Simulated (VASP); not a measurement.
# Ca in VASP: a series of runs, part 2 of 2

VASP 6.6.1. The steps go on from the part before.

**3. Single point, PBEsol**

This run uses another cell than the first one.

INCAR

```
PREC = Accurate
ENCUT = 520
EDIFF = 1E-7
ISMEAR = 0
SIGMA = 0.05
LREAL = F
LASPH = T
NELM = 100
ALGO = Fast
ISIF = 2
LWAVE = F
LCHARG = F
GGA = PS
NBANDS = 55
```

KPOINTS

```
regular mesh
0
Gamma
  1 1 6
```

POSCAR

```
Ca
1.0
   15.1000000000      0.0000000000      0.0000000000
    0.0000000000     13.6000000000      0.0000000000
    0.0000000000      0.0000000000      6.1136646515
Ca
9
Direct
    0.5000000000      0.5000000000      0.0000000000
    0.2975607731      0.5000000000      0.5000000000
    0.7024392269      0.5000000000      0.5000000000
    0.2975607731      0.6589343284      0.0000000000
    0.2975607731      0.3410656716      0.0000000000
    0.7024392269      0.6589343284      0.0000000000
    0.7024392269      0.3410656716      0.0000000000
    0.5000000000      0.6589343284      0.5000000000
    0.5000000000      0.3410656716      0.5000000000
```

Potentials or basis: VASP PAW PBE potentials, release 64 (Ca_sv).

The run is started by

```console
$ cat potpaw_PBE.64/Ca_sv/POTCAR > POTCAR
$ mpirun -np 1 vasp_std > vasp.out
```

OUTCAR:

```text
PREC = Accurate
   ENCUT = 520
   EDIFF = 1E-7
   ISMEAR = 0
   LREAL = F
   LASPH = T
   NELM = 100
   ISIF = 2
   GGA = PS

 ion  position               nearest neighbor table
   1  0.500  0.500  0.000-
   2  0.298  0.500  0.500-
   3  0.702  0.500  0.500-
   4  0.298  0.659  0.000-
   5  0.298  0.341  0.000-
   6  0.702  0.659  0.000-
   7  0.702  0.341  0.000-
   8  0.500  0.659  0.500-
   9  0.500  0.341  0.500-

  LATTYP: Found a simple orthorhombic cell.
 ALAT       =     6.1136646515
 B/A-ratio  =     2.2245250231
 C/A-ratio  =     2.4698770477

  Lattice vectors:

 A1 = (   0.0000000000,   0.0000000000,  -6.1136646515)
 A2 = (   0.0000000000,  13.6000000000,   0.0000000000)
 A3 = (  15.1000000000,   0.0000000000,   0.0000000000)

Analysis of symmetry for initial positions (statically):
=====================================================================
 Subroutine PRICEL returns:
 Original cell was already a primitive cell.

 Routine SETGRP: Setting up the symmetry group for a
 simple orthorhombic supercell.

 Subroutine GETGRP returns: Found  8 space group operations
 (whereof  8 operations were pure point group operations)
 out of a pool of  8 trial point group operations.

The static configuration has the point symmetry D_2h.

Analysis of symmetry for dynamics (positions and initial velocities):
=====================================================================
 Subroutine PRICEL returns:
 Original cell was already a primitive cell.

 Routine SETGRP: Setting up the symmetry group for a
[... 117 lines left out ...]
   IMIX   =      4    mixing-type and parameters
     AMIX     =   0.40;   BMIX     =  1.00
     AMIX_MAG =   1.60;   BMIX_MAG =  1.00
  volume/ion in A,a.u.               =     139.50       941.39
  Fermi-wavevector in a.u.,A,eV,Ry     =   0.680064  1.285135  6.292520  0.462487
  Thomas-Fermi vector in A             =   1.758445
   LORBIT       =      0    0 simple, 1 ext, 2 COOP (PROOUT), +10 PAW based schemes
   GGA     = PS    functional components
   LHFCALC =     F    Hartree Fock is set to
   AEXX    =    0.0000 exact exchange contribution
   IVDW    =     0    specifies the selected vdW correction
   LEPSILON=     F    determine dielectric tensor
   LRPA    =     F    only Hartree local field effects (RPA)
 non-spin polarized calculation
 RMM-DIIS sequential band-by-band and
 Gauss-broadening in eV      SIGMA  =   0.05
  energy-cutoff  :      520.00
  volume of cell :     1255.50
 maximum number of plane-waves:     33841
   NGX = 57   NGY = 51   NGZ = 23

 number of electron      90.0000001 magnetization

 Free energy of the ion-electron system (eV)
  ---------------------------------------------------
  ext. energy  EPLUGINS =         0.00000000
  ---------------------------------------------------
  free energy    TOTEN  =       -12.62858804 eV

  energy without entropy =      -12.60066596  energy(sigma->0) =      -12.61462700

 E-fermi :  -1.0571     XC(G=0):  -3.7020

 val. band max:       -1.0612079041   @ k =   0.0000   0.0000   0.0000
 cond. band min:      -1.0119223697   @ k =   0.0000   0.0000   0.0000
 fundamental gap:      0.0492855344
 Fermi energy:        -1.0570517641

 k-point     1 :       0.0000    0.0000    0.0000
  band No.  band energies     occupation
      1     -44.0692      2.00000
      2     -44.0692      2.00000
      3     -44.0686      2.00000
      4     -44.0686      2.00000
      5     -43.5980      2.00000
      6     -43.5974      2.00000
[... 221 lines left out ...]
     54      -0.2875      0.00000
     55      -0.1832      0.00000

------------------------ aborting loop because EDIFF is reached ----------------------------------------

  FORCE on cell =-STRESS in cart. coord.  units (eV):
  Direction    XX          YY          ZZ          XY          YZ          ZX
  --------------------------------------------------------------------------------------
  -------------------------------------------------------------------------------------
  Total       -6.0081106     -0.8033760     -3.5488694      0.0000000      0.0000000      0.0000000
  in kB       -7.6670983     -1.0252079     -4.5287999      0.0000000      0.0000000      0.0000000
  external PRESSURE =      -4.4070354 kB  Pullay stress =       0.0000000 kB

 VOLUME and BASIS-vectors are now :
 -----------------------------------------------------------------------------
  energy-cutoff  :      520.00
  volume of cell :     1255.50
      direct lattice vectors                 reciprocal lattice vectors
    15.100000000  0.000000000  0.000000000     0.066225166  0.000000000  0.000000000
     0.000000000 13.600000000  0.000000000     0.000000000  0.073529412  0.000000000
     0.000000000  0.000000000  6.113664651     0.000000000  0.000000000  0.163568016

 POSITION                                       TOTAL-FORCE (eV/Angst)
 -----------------------------------------------------------------------------------
      7.55000      6.80000      0.00000        -0.000000      0.000000      0.000000
      4.49317      6.80000      3.05683         0.242130      0.000000      0.000000
     10.60683      6.80000      3.05683        -0.242130      0.000000     -0.000000
      4.49317      8.96151      0.00000         0.319258     -0.086921     -0.000000
      4.49317      4.63849      0.00000         0.319258      0.086921      0.000000
     10.60683      8.96151      0.00000        -0.319258     -0.086921     -0.000000
     10.60683      4.63849      0.00000        -0.319258      0.086921      0.000000
      7.55000      8.96151      3.05683        -0.000000      0.051131      0.000000
      7.55000      4.63849      3.05683        -0.000000     -0.051131     -0.000000
 -----------------------------------------------------------------------------------
    total drift:                               -0.000000      0.000000     -0.000000

  FREE ENERGIE OF THE ION-ELECTRON SYSTEM (eV)
  ---------------------------------------------------
  free  energy   TOTEN  =       -12.6285880388 eV

  energy  without entropy=      -12.6006659566  energy(sigma->0) =      -12.61462700
```

OSZICAR:

```text
N       E                     dE             d eps       ncg     rms          rms(c)
DAV:   1     0.570431389045E+03    0.57043E+03   -0.42735E+04   672   0.122E+03
DAV:   2     0.353296533496E+02   -0.53510E+03   -0.52883E+03   477   0.353E+02
DAV:   3    -0.764810589655E+01   -0.42978E+02   -0.42327E+02   713   0.549E+01
[... 45 lines left out ...]
RMM:  49    -0.126285875589E+02   -0.20508E-06   -0.21091E-06   188   0.845E-04    0.688E-03
RMM:  50    -0.126285877241E+02   -0.16513E-06   -0.17269E-06   189   0.782E-04    0.695E-03
RMM:  51    -0.126285878392E+02   -0.11511E-06   -0.13817E-06   252   0.802E-04    0.685E-03
RMM:  52    -0.126285879512E+02   -0.11200E-06   -0.11382E-06   189   0.681E-04    0.691E-03
RMM:  53    -0.126285880388E+02   -0.87590E-07   -0.95848E-07   185   0.642E-04
   1 F= -.12628588E+02 E0= -.12614627E+02  d E =-.279221E-01
```

stdout:

```text
POSCAR found type information on POSCAR Ca
 POSCAR found :  1 types and       9 ions
 scaLAPACK will be used
 -----------------------------------------------------------------------------
[... 45 lines left out ...]
 num prob  num prob  num prob  num prob RMM:  50    -0.126285877241E+02   -0.16513E-06   -0.17269E-06   189   0.782E-04    0.695E-03
 num prob  num prob  num prob  num prob  num prob  num prob  num prob  num prob  num prob RMM:  51    -0.126285878392E+02   -0.11511E-06   -0.13817E-06   252   0.802E-04    0.685E-03
 num prob  num prob  num prob  num prob  num prob  num prob RMM:  52    -0.126285879512E+02   -0.11200E-06   -0.11382E-06   189   0.681E-04    0.691E-03
 num prob  num prob  num prob  num prob  num prob  num prob RMM:  53    -0.126285880388E+02   -0.87590E-07   -0.95848E-07   185   0.642E-04
```

It took 38 min on 1 thread of Oxide Virtual Turin-like, shared host; peak memory 1.1 GiB.

Results:

| Item | Value |
| --- | --- |
| Free energy | -12.6286 eV |
| Largest force | 0.331 eV/Å |

Forces on the atoms (eV/Å):
```
Ca   0.000  0.000  0.000
Ca   0.242  0.000  0.000
Ca  -0.242  0.000  0.000
Ca   0.319 -0.087  0.000
Ca   0.319  0.087  0.000
Ca  -0.319 -0.087  0.000
Ca  -0.319  0.087  0.000
Ca   0.000  0.051  0.000
Ca   0.000 -0.051  0.000
```

Caveat: the PAW data sets were made with another functional, which shifts forces and pressure a little.
